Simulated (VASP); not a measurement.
# SiNi (CsCl type): density of states with PBE

SiNi (CsCl type):

```
CELL_PARAMETERS angstrom
2.32583 0.00000 0.00000
0.00000 2.32583 0.00000
0.00000 0.00000 2.32583
ATOMIC_POSITIONS crystal
Ni 0.00000 0.00000 0.00000
Si 0.50000 0.50000 0.50000
```

This cell differs from its parent crystal: volume scaled by 0.55.

* Program: VASP 6.6.1
* Task: density of states
* Functional: PBE
* Potentials or basis: VASP PAW PBE potentials, release 64 (Ni, Si)
* Cutoff: 520 eV
* k mesh: 15 × 15 × 15
* Occupations: fermi-dirac, width 0.1 eV
* Spin: no spin polarisation
* Dipole correction: no
* k mesh for the DOS: 23 × 23 × 23
* Occupations for the DOS: tetrahedron
* Further INCAR settings: ALGO = Normal; EDIFF = 1e-06; NBANDS = 14

```
Valence electrons inside the program's atomic spheres : Ni 11.69; Si 2.20
```

Levels at points of the mesh, in eV from the Fermi level:
```csv
k point,band 3,band 4,band 5,band 6,band 7,band 8,band 9,band 10,band 11,band 12
"(0.00, 0.00, 0.00)",-10.68,-5.90,-5.90,-5.90,3.10,3.10,3.10,6.60,6.60,21.98
```

Wall time 22 s on 1 thread of Intel(R) Xeon(R) 6975P-C (Granite Rapids) (shared host), peak memory 0.18 GiB.

 Spin polarisation is off, so any magnetic state and its effect on volume and gap are missing.
